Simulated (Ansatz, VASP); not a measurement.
One calculation of ZrC, two programs

Contents of INCAR:

```
SYSTEM = ZrC
PREC = Accurate
ENCUT = 520
EDIFF = 1E-6
ISMEAR = 0
SIGMA = 0.05
LREAL = .FALSE.
LASPH = .TRUE.
NELM = 100
ALGO = Normal
ISIF = 2
LWAVE = .FALSE.
LCHARG = .FALSE.
GGA = PS
NBANDS = 15
```

The input KPOINTS:

```
regular mesh
0
G
  12 12 12
  0 0 0
```

POSCAR

```
ZrC
1.0
    0.0000000000      2.3228065191      2.3228065191
    2.3228065191      0.0000000000      2.3228065191
    2.3228065191      2.3228065191      0.0000000000
Zr C
1 1
Direct
    0.5000000000      0.5000000000      0.5000000000
    0.0000000000      0.0000000000      0.0000000000
```

Input for Ansatz:

```yaml
crystal:
  lattice:
    - [0.0, 2.3228065191, 2.3228065191]
    - [2.3228065191, 0.0, 2.3228065191]
    - [2.3228065191, 2.3228065191, 0.0]
  atoms:
    - { symbol: Zr, position: [0.5, 0.5, 0.5] }
    - { symbol: C, position: [0.0, 0.0, 0.0] }
basis:
  ecutwfc: 420
  ecutrho_ratio: 4
kpoints:
  mp_grid: { grid: [12, 12, 12] }
hamiltonian:
  xc: pbesol
scf:
  occupations: { method: gaussian, width: 0.05 }
output:
  forces: true
  stress: true
  eigenvalues: true
```

Alike in both runs: task single point; functional PBEsol; k mesh 12 × 12 × 12; occupations gaussian, width 0.05 eV; no spin polarisation.

|  | VASP | Ansatz |
| --- | --- | --- |
| version | VASP 6.6.1 | Ansatz 0.2.0 |
| potentials or method | VASP PAW PBE potentials, release 64 (Zr_sv, C), cutoff 520 eV | scalar-relativistic, plane waves, PAW |
| valence electrons in the cell | 16 | 16 |

Ansatz gave:

* pressure (GPa): 3.7

Which values does VASP return?

Pressure (GPa): 4.1.

VASP's potentials were made for PBE, not for PBEsol.
